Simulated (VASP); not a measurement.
AgCl: single point with LDA

Crystal: AgCl.

```
Ag Cl
1.0
     0.00000    2.71292    2.67731
     2.71292    0.00000    2.67731
     2.71292    2.71292    0.00000
Ag Cl
1 1
Direct
  0.52780 0.47220 0.52780
  0.91540 0.08460 0.91540
```

```json
{"Program": "VASP 6.6.1", "Task": "single point", "Functional": "LDA", "Potentials or basis": "VASP PAW LDA potentials, release 64 (Ag, Cl)", "Cutoff": "520 eV", "k mesh": "10 × 10 × 10", "Occupations": "gaussian, width 0.05 eV", "Spin": "no spin polarisation", "Dipole correction": "no", "Further INCAR settings": "ALGO = Normal; EDIFF = 1e-06; NBANDS = 16"}
```

```
Pressure               : 10.3 GPa
Largest force          : 3.978 eV/Å
Band gap on the k mesh : 1.09 eV, indirect (least direct gap 1.42 eV)
```

Forces in eV/Å, atoms in the order of the input:
```
Ag   0.000 -3.978  0.000
Cl   0.000  3.978  0.000
```

Stress tensor (GPa, compression positive):
```
-1.68  0.00  0.00
 0.00 33.86  0.00
 0.00  0.00 -1.31
```

Levels at points of the mesh, in eV from the valence-band top:
```tsv
k point	band 6	band 7	band 8	band 9	band 10	band 11	band 12	band 13
(0.00, 0.00, 0.00)	-2.77	-1.05	-1.02	-0.33	1.09	9.70	9.79	9.82
(0.50, 0.00, 0.00)	-2.64	-2.04	-0.29	-0.19	4.46	6.54	7.79	8.76
(0.50, 0.50, 0.00)	-2.29	-2.22	-1.44	-1.28	2.37	6.64	8.90	12.61
(0.50, 0.00, 0.50)	-2.53	-2.51	-2.42	-2.38	2.49	7.86	9.99	11.89
(0.00, 0.50, 0.50)	-2.29	-2.23	-1.42	-1.20	2.39	6.73	8.77	12.80
```

Wall time 60 s on 1 thread of Intel Xeon 6975P-C, with other jobs on the host, peak memory 0.22 GiB.

Caveat: forces of over 1 eV/Å act on the atoms, so gaps and moduli don't describe the material at rest. A k mesh can miss the band edges.
